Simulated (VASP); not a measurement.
TiC, 2 atoms in the cell. The structure is tetragonal, space group P4/mmm (No. 123). Conventional cell: a = 2.618 Å, b = 2.618 Å, c = 2.894 Å, α = 90.00°, β = 90.00°, γ = 90.00°. Within 3.1 Å of Ti (site symmetry 4/mmm) lie 8 C at 2.35 Å and 6 Ti at 2.62 to 2.89 Å. C (site symmetry 4/mmm) has 8 Ti at 2.35 Å and 6 C at 2.62 to 2.89 Å within 3.1 Å. 

* Program: VASP 6.6.1
* Task: single point
* Functional: PBE
* Potentials or basis: VASP PAW PBE potentials, release 64 (Ti_sv, C)
* Cutoff: 600 eV
* k mesh: 7 × 7 × 5
* Occupations: fermi-dirac, width 0.1 eV
* Spin: no spin polarisation
* Dipole correction: no
* Further INCAR settings: ALGO = Normal; EDIFF = 1e-06; NBANDS = 15

Potentials or basis: VASP PAW PBE potentials, release 64 (Ti_sv, C).

Command:

```sh
$ cat potpaw_PBE.64/Ti_sv/POTCAR potpaw_PBE.64/C/POTCAR > POTCAR
$ mpirun -np 1 vasp_std > vasp.out
```

Hardware: 1 thread of Intel(R) Xeon(R) 6975P-C (Granite Rapids), on a shared host.

Question: Estimate the wall time of this run.

Answer: Run time: 12 s on 1 thread of Intel(R) Xeon(R) 6975P-C (Granite Rapids), with other jobs on the host, peak memory 0.14 GiB. Counts: scf iterations 15, k points 30.
